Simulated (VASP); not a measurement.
# HfN in VASP: further runs

HfN is run at these levels: PBE; tasks: electric field gradients.

Program: VASP 6.6.1. These are calculated values, not measurements. Logs are shortened: lines on timing, memory, paths and dates and some standing lists are left out, and cuts for length are marked.

## (1) The cell of the first run

It takes space group I4mm (No. 107, tetragonal). Conventional cell: a = 3.195 Å, b = 3.195 Å, c = 4.518 Å, α = 90.00°, β = 90.00°, γ = 90.00°. Within 2.9 Å of Hf (site symmetry 4mm) lie 6 N at 2.21 to 2.31 Å. Within 2.9 Å of N (site symmetry 4mm) lie 6 Hf at 2.21 to 2.31 Å.

## (2) Electric field gradients, PBE (atom 1 (Hf) moved by [0.05, 0.0, 0.0] A)

The input, INCAR:

```
SYSTEM = HfN
PREC = Accurate
ENCUT = 520
EDIFF = 1E-8
ISMEAR = -1
SIGMA = 0.03
LREAL = .FALSE.
LASPH = .TRUE.
NELM = 80
ALGO = Normal
ISIF = 2
LWAVE = .FALSE.
LCHARG = .FALSE.
GGA = PE
LEFG = .TRUE.
NBANDS = 14
```

The input, KPOINTS:

```
Automatic mesh
0
G
  10 10 10
  0 0 0
```

The input, POSCAR:

```
HfN
1.0
    0.0000000000      2.2590000000      2.2590000000
    2.2590000000      0.0000000000      2.2590000000
    2.2590000000      2.2590000000      0.0000000000
Hf N
1 1
Direct
   -0.0110668437      0.0110668437      0.0110668437
    0.5000000000      0.5000000000      0.5000000000
```

Potentials or basis: VASP PAW PBE potentials, release 64 (Hf_pv, N).

On the command line:

```
$ cat potpaw_PBE.64/Hf_pv/POTCAR potpaw_PBE.64/N/POTCAR > POTCAR
$ mpirun -np 1 vasp_std > vasp.out
```

OUTCAR:

```text
SYSTEM = HfN
   PREC = Accurate
   ENCUT = 520
   EDIFF = 1E-8
   ISMEAR = -1
   LREAL = .FALSE.
   LASPH = .TRUE.
   NELM = 80
   ISIF = 2
   GGA = PE

 ion  position               nearest neighbor table
   1  0.989  0.011  0.011-   2 2.21   2 2.26   2 2.26   2 2.26   2 2.26   2 2.31
   2  0.500  0.500  0.500-   1 2.21   1 2.26   1 2.26   1 2.26   1 2.26   1 2.31

  LATTYP: Found a face centered cubic cell.
 ALAT       =     4.5180000000

  Lattice vectors:

 A1 = (   0.0000000000,   2.2590000000,   2.2590000000)
 A2 = (   2.2590000000,   0.0000000000,   2.2590000000)
 A3 = (   2.2590000000,   2.2590000000,   0.0000000000)

Analysis of symmetry for initial positions (statically):
=====================================================================
 Subroutine PRICEL returns:
 Original cell was already a primitive cell.

 Routine SETGRP: Setting up the symmetry group for a
 face centered cubic supercell.

 Subroutine GETGRP returns: Found  8 space group operations
 (whereof  8 operations were pure point group operations)
 out of a pool of 48 trial point group operations.

The static configuration has the point symmetry C_4v.

Analysis of symmetry for dynamics (positions and initial velocities):
=====================================================================
 Subroutine PRICEL returns:
 Original cell was already a primitive cell.

 Routine SETGRP: Setting up the symmetry group for a
 face centered cubic supercell.

 Subroutine GETGRP returns: Found  8 space group operations
 (whereof  8 operations were pure point group operations)
 out of a pool of 48 trial point group operations.

The dynamic configuration has the point symmetry C_4v.

 Subroutine INISYM returns: Found  8 space group operations
 (whereof  8 operations are pure point group operations),
 and found     1 'primitive' translations

----------------------------------------------------------------------------------------

                                     Primitive cell

  volume of cell :      23.0557

  direct lattice vectors                    reciprocal lattice vectors
     0.000000000  2.259000000  2.259000000    -0.221336875  0.221336875  0.221336875
     2.259000000  0.000000000  2.259000000     0.221336875 -0.221336875  0.221336875
     2.259000000  2.259000000  0.000000000     0.221336875  0.221336875 -0.221336875

  length of vectors
     3.194708437  3.194708437  3.194708437     0.383366713  0.383366713  0.383366713

  position of ions in fractional coordinates (direct lattice)
     0.988933156  0.011066844  0.011066844
     0.500000000  0.500000000  0.500000000

  ion indices of the primitive-cell ions
   primitive index   ion index
                 1           1
                 2           2

----------------------------------------------------------------------------------------

 KPOINTS: Automatic mesh

Automatic generation of k-mesh.
 Grid dimensions read from file:
 generate k-points for:   10   10   10

 Generating k-lattice:

  Cartesian coordinates                     Fractional coordinates (reciprocal lattice)
    -0.022133687  0.022133687  0.022133687     0.100000000  0.000000000  0.000000000
     0.022133687 -0.022133687  0.022133687     0.000000000  0.100000000  0.000000000
     0.022133687  0.022133687 -0.022133687     0.000000000  0.000000000  0.100000000

  Length of vectors
     0.038336671  0.038336671  0.038336671

  Shift w.r.t. Gamma in fractional coordinates (k-lattice)
     0.000000000  0.000000000  0.000000000

 Subroutine IBZKPT returns following result:
 ===========================================

 Found    102 irreducible k-points:

 Following reciprocal coordinates:
            Coordinates               Weight
  0.000000  0.000000  0.000000      1.000000
  0.100000  0.000000  0.000000      8.000000
  0.200000  0.000000  0.000000      8.000000
  0.300000  0.000000  0.000000      8.000000
  0.400000  0.000000  0.000000      8.000000
  0.500000  0.000000  0.000000      4.000000
[... 16 lines left out ...]
 -0.100000  0.100000  0.000000      8.000000
  0.000000 -0.100000  0.100000      4.000000
 [... further k-points ...]
   k-points           NKPTS =    102   k-points in BZ     NKDIM =    102   number of bands    NBANDS=     14
   number of dos      NEDOS =    301   number of ions     NIONS =      2
   total plane-waves  NPLWV =  13824
   dimension x,y,z NGX =    24 NGY =   24 NGZ =   24
   dimension x,y,z NGXF=    48 NGYF=   48 NGZF=   48
   ions per type =               1   1
   NGX,Y,Z   is equivalent  to a cutoff of  12.49, 12.49, 12.49 a.u.
   NGXF,Y,Z  is equivalent  to a cutoff of  24.98, 24.98, 24.98 a.u.
 SYSTEM =  HfN
   PREC   = accura    normal or accurate (medium, high low for compatibility)
   ISTART =      0    job   : 0-new  1-cont  2-samecut
   ICHARG =      2    charge: 1-file 2-atom 10-const
   ISPIN  =      1    spin polarized calculation?
   LNONCOLLINEAR =      F non collinear calculations
   LSORBIT =      F    spin-orbit coupling
   LASPH  =      T    aspherical Exc in radial PAW
   ENCUT  =  520.0 eV  38.22 Ry    6.18 a.u.   5.94  5.94  5.94*2*pi/ulx,y,z
   NELM   =     80;   NELMIN=  2; NELMDL= -5     # of ELM steps
   EDIFF  = 0.1E-07   stopping-criterion for ELM
   LREAL  =      F    real-space projection
   EDIFFG = 0.1E-06   stopping-criterion for IOM
   NSW    =      0    number of steps for IOM
   IBRION =     -1    ionic relax: 0-MD 1-quasi-New 2-CG
   NFREE  =      0    steps in history (QN), initial steepest desc. (CG)
   ISIF   =      2    stress and relaxation
   ISYM   =      2    0-nonsym 1-usesym 2-fastsym
   POTIM  = 0.5000    time-step for ionic-motion
   TEBEG  =    0.0;   TEEND  =   0.0 temperature during run
   PSTRESS=    0.0 pullay stress
   NELECT =      15.0000    total number of electrons
   NUPDOWN=      -1.0000    fix difference up-down
   EMIN   =  10.00;   EMAX   =-10.00  energy-range for DOS
   EFERMI =   0.00;   METHOD = LEGACY
   ISMEAR =    -1;   SIGMA  =   0.03  broadening in eV -4-tet -1-fermi 0-gaus
   EFERMI_NEDOS =   21; number of points for ismear=-14 and -15
   IALGO  =     38    algorithm
   IMIX   =      4    mixing-type and parameters
     AMIX     =   0.40;   BMIX     =  1.00
     AMIX_MAG =   1.60;   BMIX_MAG =  1.00
  volume/ion in A,a.u.               =      11.53        77.79
  Fermi-wavevector in a.u.,A,eV,Ry     =   1.418553  2.680677 27.378918  2.012294
  Thomas-Fermi vector in A             =   2.539667
   LORBIT       =      0    0 simple, 1 ext, 2 COOP (PROOUT), +10 PAW based schemes
   GGA     = PE    functional components
   LHFCALC =     F    Hartree Fock is set to
   AEXX    =    0.0000 exact exchange contribution
   IVDW    =     0    specifies the selected vdW correction
   LEPSILON=     F    determine dielectric tensor
   LRPA    =     F    only Hartree local field effects (RPA)
 non-spin polarized calculation
  energy-cutoff  :      520.00
  volume of cell :       23.06
 maximum number of plane-waves:       636
   NGX = 11   NGY = 11   NGZ = 11

 number of electron      15.0000001 magnetization

 Free energy of the ion-electron system (eV)
  ---------------------------------------------------
  ext. energy  EPLUGINS =         0.00000000
  ---------------------------------------------------
  free energy    TOTEN  =       -21.73452032 eV

  energy without entropy =      -21.73197338  energy(sigma->0) =      -21.73324685

 E-fermi :   8.4172     XC(G=0): -12.7311

 val. band max:        8.4083435702   @ k =   0.1000   0.0000   0.0000
 cond. band min:       8.4509532736   @ k =  -0.4000   0.4000   0.2000
 fundamental gap:      0.0426097034
 Fermi energy:         8.4171501924

 k-point     1 :       0.0000    0.0000    0.0000
  band No.  band energies     occupation
      1     -22.7627      2.00000
      2     -22.7582      2.00000
      3     -22.7582      2.00000
      4      -9.1295      2.00000
      5       5.3105      2.00000
      6       5.3105      2.00000
      7       5.3141      2.00000
      8       8.0438      1.99999
      9       8.0884      1.99997
     10       8.0884      1.99997
     11      10.1740      0.00000
     12      10.3597      0.00000
     13      10.4128      0.00000
     14      17.9453      0.00000
[... 375 lines left out ...]
 k-point    24 :       0.0000   -0.1000    0.1000
  band No.  band energies     occupation
      1     -22.9835      2.00000
      2     -22.8240      2.00000
      3     -22.7645      2.00000
      4      -8.5601      2.00000
      5       3.2957      2.00000
      6       4.0069      2.00000
      7       4.5932      2.00000
      8       8.3884      1.44547
      9       8.4905      0.15967
     10       9.4067      0.00000
     11      10.7300      0.00000
     12      12.3596      0.00000
     13      12.6293      0.00000
     14      19.8346      0.00000

 [... further k-points ...]
[... 5 lines left out ...]
  --------------------------------------------------------------------------------------
  -------------------------------------------------------------------------------------
  Total        0.5797249      0.4399420      0.4399420      0.0000000     -0.0000000      0.0000000
  in kB       40.2859693     30.5722434     30.5722434      0.0000000     -0.0000000      0.0000000
  external PRESSURE =      33.8101520 kB  Pullay stress =       0.0000000 kB

 VOLUME and BASIS-vectors are now :
 -----------------------------------------------------------------------------
  energy-cutoff  :      520.00
  volume of cell :       23.06
      direct lattice vectors                 reciprocal lattice vectors
     0.000000000  2.259000000  2.259000000    -0.221336875  0.221336875  0.221336875
     2.259000000  0.000000000  2.259000000     0.221336875 -0.221336875  0.221336875
     2.259000000  2.259000000  0.000000000     0.221336875  0.221336875 -0.221336875

 POSITION                                       TOTAL-FORCE (eV/Angst)
 -----------------------------------------------------------------------------------
      0.05000      2.25900      2.25900        -0.567796      0.000000      0.000000
      2.25900      2.25900      2.25900         0.567796      0.000000      0.000000
 -----------------------------------------------------------------------------------
    total drift:                                0.000005     -0.000000     -0.000000

  FREE ENERGIE OF THE ION-ELECTRON SYSTEM (eV)
  ---------------------------------------------------
  free  energy   TOTEN  =       -21.7345203173 eV

  energy  without entropy=      -21.7319733838  energy(sigma->0) =      -21.73324685

 Electric field gradients (V/A^2)
---------------------------------------------------------------------
 ion       V_xx      V_yy      V_zz      V_xy      V_xz      V_yz
---------------------------------------------------------------------
   1      -1.780     0.890     0.890    -0.000    -0.000    -0.000
   2      -0.667     0.333     0.333     0.001     0.001     0.001
---------------------------------------------------------------------

 Electric field gradients after diagonalization (V/A^2)
 (convention: |V_zz| > |V_xx| > |V_yy|)
----------------------------------------------------------------------
 ion       V_xx      V_yy      V_zz     asymmetry (V_yy - V_xx)/ V_zz
----------------------------------------------------------------------
   1       0.890     0.890    -1.780       0.000
   2       0.335     0.332    -0.667       0.003
----------------------------------------------------------------------

           NMR quadrupolar parameters

 Cq : quadrupolar parameter    Cq=e*Q*V_zz/h
 eta: asymmetry parameters     (V_yy - V_xx)/ V_zz
 Q  : nuclear electric quadrupole moment in mb (millibarn)
----------------------------------------------------------------------
 ion       Cq(MHz)       eta       Q (mb)
----------------------------------------------------------------------
   1      -0.004       0.000       1.000
   2      -0.002       0.003       1.000
----------------------------------------------------------------------
```

It took 17 s on 1 thread of Intel Xeon Platinum 8375C at 2.90GHz (Ice Lake), shared host; peak memory 0.16 GiB.

What came out:

| Item | Value |
| --- | --- |
| Free energy | -21.7345 eV |
| Pressure | 3.4 GPa |
| Largest force | 0.568 eV/Å |

Forces on the atoms (eV/Å):
```
Hf  -0.568  0.000  0.000
N    0.568  0.000  0.000
```

Electric field gradients, principal values (V/Å²):
| atom | least | middle | greatest (by size) |
| --- | --- | --- | --- |
| 1 Hf | 0.890 | 0.890 | -1.780 |
| 2 N | 0.332 | 0.335 | -0.667 |

Caveat: the cell differs from its parent crystal (atom 1 (Hf) moved by [0.05, 0.0, 0.0] A); without QUAD_EFG the Cq values of the log hold for a quadrupole moment of 1 mb, not for the nuclei; spin-orbit coupling is left out, which moves the levels of the heavy elements.

## (3) Electric field gradients, PBE (atom 1 (Hf) moved by [0.05, 0.0, 0.0] A)

The input, INCAR:

```
ALGO     = Normal         # electronic algorithm
EDIFF    = 1E-8           # SCF threshold, eV
ENCUT    = 520            # plane-wave cutoff, eV
GGA      = PE             # functional
ISIF     = 2              # what is computed and relaxed
ISMEAR   = -1             # smearing method
LASPH    = True           # aspherical terms in the spheres
LCHARG   = False          # write CHGCAR
LEFG     = True         
LREAL    = False          # projectors in reciprocal space
LWAVE    = False          # write WAVECAR
NBANDS   = 14             # bands
NELM     = 80             # most SCF steps
PREC     = Accurate       # precision mode
SIGMA    = 0.03           # smearing width, eV
```

The input, KPOINTS:

```
k-points
0
Gamma
  10 10 10
```

POSCAR is that of step 2.

Potentials or basis: VASP PAW PBE potentials, release 64 (Hf_pv, N).

On the command line:

```
$ cat potpaw_PBE.64/Hf_pv/POTCAR potpaw_PBE.64/N/POTCAR > POTCAR
$ mpirun -np 1 vasp_std > vasp.out
```

OUTCAR:

```text
EDIFF = 1E-8
   ENCUT = 520
   GGA = PE
   ISIF = 2
   ISMEAR = -1
   LASPH = True
   LREAL = False
   NELM = 80
   PREC = Accurate

 ion  position               nearest neighbor table
   1  0.989  0.011  0.011-   2 2.21   2 2.26   2 2.26   2 2.26   2 2.26   2 2.31
   2  0.500  0.500  0.500-   1 2.21   1 2.26   1 2.26   1 2.26   1 2.26   1 2.31

  LATTYP: Found a face centered cubic cell.
 ALAT       =     4.5180000000

  Lattice vectors:

 A1 = (   0.0000000000,   2.2590000000,   2.2590000000)
 A2 = (   2.2590000000,   0.0000000000,   2.2590000000)
 A3 = (   2.2590000000,   2.2590000000,   0.0000000000)

Analysis of symmetry for initial positions (statically):
[... 617 lines left out ...]
  free  energy   TOTEN  =       -21.7345203173 eV

  energy  without entropy=      -21.7319733838  energy(sigma->0) =      -21.73324685

 Electric field gradients (V/A^2)
---------------------------------------------------------------------
 ion       V_xx      V_yy      V_zz      V_xy      V_xz      V_yz
---------------------------------------------------------------------
   1      -1.780     0.890     0.890    -0.000    -0.000    -0.000
   2      -0.667     0.333     0.333     0.001     0.001     0.001
---------------------------------------------------------------------

 Electric field gradients after diagonalization (V/A^2)
 (convention: |V_zz| > |V_xx| > |V_yy|)
----------------------------------------------------------------------
 ion       V_xx      V_yy      V_zz     asymmetry (V_yy - V_xx)/ V_zz
----------------------------------------------------------------------
   1       0.890     0.890    -1.780       0.000
   2       0.335     0.332    -0.667       0.003
----------------------------------------------------------------------

           NMR quadrupolar parameters

 Cq : quadrupolar parameter    Cq=e*Q*V_zz/h
 eta: asymmetry parameters     (V_yy - V_xx)/ V_zz
 Q  : nuclear electric quadrupole moment in mb (millibarn)
----------------------------------------------------------------------
 ion       Cq(MHz)       eta       Q (mb)
----------------------------------------------------------------------
   1      -0.004       0.000       1.000
   2      -0.002       0.003       1.000
----------------------------------------------------------------------
```

OSZICAR:

```text
N       E                     dE             d eps       ncg     rms          rms(c)
DAV:   1     0.376362230874E+02    0.37636E+02   -0.77976E+03  2872   0.101E+03
DAV:   2    -0.227978510691E+02   -0.60434E+02   -0.56723E+02  3754   0.236E+02
DAV:   3    -0.247360076963E+02   -0.19382E+01   -0.19290E+01  3332   0.344E+01
DAV:   4    -0.247433793205E+02   -0.73716E-02   -0.73709E-02  3396   0.246E+00
DAV:   5    -0.247434245735E+02   -0.45253E-04   -0.45253E-04  3288   0.167E-01    0.492E+01
DAV:   6    -0.218408843609E+02    0.29025E+01   -0.82470E+00  3138   0.222E+01    0.417E+01
DAV:   7    -0.217621151439E+02    0.78769E-01   -0.45678E-01  3558   0.604E+00    0.266E+01
DAV:   8    -0.217399222657E+02    0.22193E-01   -0.10471E-01  3264   0.284E+00    0.606E+00
DAV:   9    -0.217345803740E+02    0.53419E-02   -0.12961E-02  3336   0.947E-01    0.194E+00
DAV:  10    -0.217345533725E+02    0.27002E-04   -0.87468E-04  3852   0.283E-01    0.445E-01
DAV:  11    -0.217345221807E+02    0.31192E-04   -0.62357E-05  3510   0.779E-02    0.108E-01
DAV:  12    -0.217345204515E+02    0.17292E-05   -0.72027E-06  3866   0.227E-02    0.132E-02
DAV:  13    -0.217345203250E+02    0.12655E-06   -0.16649E-07  3096   0.400E-03    0.475E-03
DAV:  14    -0.217345202862E+02    0.38796E-07   -0.86312E-09  2778   0.869E-04    0.247E-03
DAV:  15    -0.217345203118E+02   -0.25614E-07   -0.12632E-09  1812   0.382E-04    0.105E-04
DAV:  16    -0.217345203173E+02   -0.55118E-08   -0.22868E-10  1698   0.134E-04
   1 F= -.21734520E+02 E0= -.21733247E+02  d E =-.254693E-02
```

stdout:

```text
POSCAR found type information on POSCAR HfN
 POSCAR found :  2 types and       2 ions
 scaLAPACK will be used
 LDA part: xc-table for (Slater+PW92), standard interpolation
 POSCAR, INCAR and KPOINTS ok, starting setup
 FFT: planning ... GRIDC
 FFT: planning ... GRID_SOFT
 FFT: planning ... GRID
 WAVECAR not read
 entering main loop
ion   1

ion   2
```

Run time: 17 s. Hardware: 1 thread of Intel Xeon Platinum 8375C at 2.90GHz (Ice Lake), shared host; peak memory 0.16 GiB.

Results:

```
Free energy   : -21.7345 eV
Pressure      : 3.4 GPa
Largest force : 0.568 eV/Å
```

Forces in eV/Å, atoms in the order of the input:
```
Hf  -0.568  0.000  0.000
N    0.568  0.000  0.000
```

Stress tensor (GPa, compression positive):
```
4.03 0.00 0.00
0.00 3.06 0.00
0.00 0.00 3.06
```

Electric field gradients, principal values (V/Å²):
```csv
atom,least,middle,greatest (by size)
1 Hf,0.890,0.890,-1.780
2 N,0.332,0.335,-0.667
```

Caveat: the cell differs from its parent crystal (atom 1 (Hf) moved by [0.05, 0.0, 0.0] A); without QUAD_EFG the Cq values of the log hold for a quadrupole moment of 1 mb, not for the nuclei; spin-orbit coupling is left out, which moves the levels of the heavy elements.

(Continued in part 2 of 2.)
